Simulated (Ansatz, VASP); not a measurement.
# Two plane-wave programs on CsCdCl3

```
Cs Cd Cl
1.0
     4.95797    0.00000    0.00000
     0.00000    4.95797    0.00000
     0.00000    0.00000    4.95797
Cs Cd Cl
1 1 3
Direct
  0.00000 0.00000 0.00000
  0.50000 0.50000 0.50000
  0.00000 0.50000 0.50000
  0.50000 0.00000 0.50000
  0.50000 0.50000 0.00000
```

Alike in both runs: task single point; functional LDA; k mesh 6 × 6 × 6; occupations gaussian, width 0.02 eV; no spin polarisation.

|  | VASP | Ansatz |
| --- | --- | --- |
| version | VASP 6.6.1 | Ansatz 0.2.0 |
| potentials or method | VASP PAW LDA potentials, release 64 (Cs_sv, Cd, Cl), cutoff 500 eV | scalar-relativistic, plane waves, PAW |
| valence electrons in the cell | 42 | 50 |

|  | VASP | Ansatz | Ansatz less VASP |
| --- | --- | --- | --- |
| gap on the k mesh at the Fermi level (eV) | 1.74 | 1.71 | -0.031 |
| least direct gap on the mesh (eV) | 2.75 | 2.73 | -0.022 |
| pressure (GPa) | 5.3 | 5.0 | -0.38 |

LDA's correlation is that of Perdew and Zunger in VASP and of Perdew and Wang (1992) in Ansatz. VASP's potentials hold 42 valence electrons a cell and Ansatz's 50, so a difference there can come from the potentials and not from the codes.

Neither program's run includes spin-orbit coupling.
